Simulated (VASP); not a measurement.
MgS:

```xyz
2
Lattice="0.0000 2.8331 2.8331 2.8331 0.0000 2.8331 2.8331 2.8331 0.0000" Properties=species:S:1:pos:R:3 pbc="T T T"
Mg    0.0000    0.0000    0.0000
S     4.2497    4.2497    4.2497
```

Base run:

```yaml
Program: VASP 6.6.1
Functional: PBE
Potentials_or_basis: VASP PAW PBE potentials, release 64 (Mg, S)
Cutoff: 600 eV
k_mesh: 8 × 8 × 8
Occupations: gaussian, width 0.1 eV
Spin: no spin polarisation
```

Its results: band gap on the k mesh 3.45 eV, direct; pressure 0.8 GPa.

Task: The run is repeated on the same cell with these changes: k mesh from 8 × 8 × 8 to 2 × 2 × 2. What comes out?

Result: Band gap on the k mesh 3.36 eV, direct; pressure 3.9 GPa.

Caveats: some runs use coarse meshes.

A k mesh can miss the band edges.
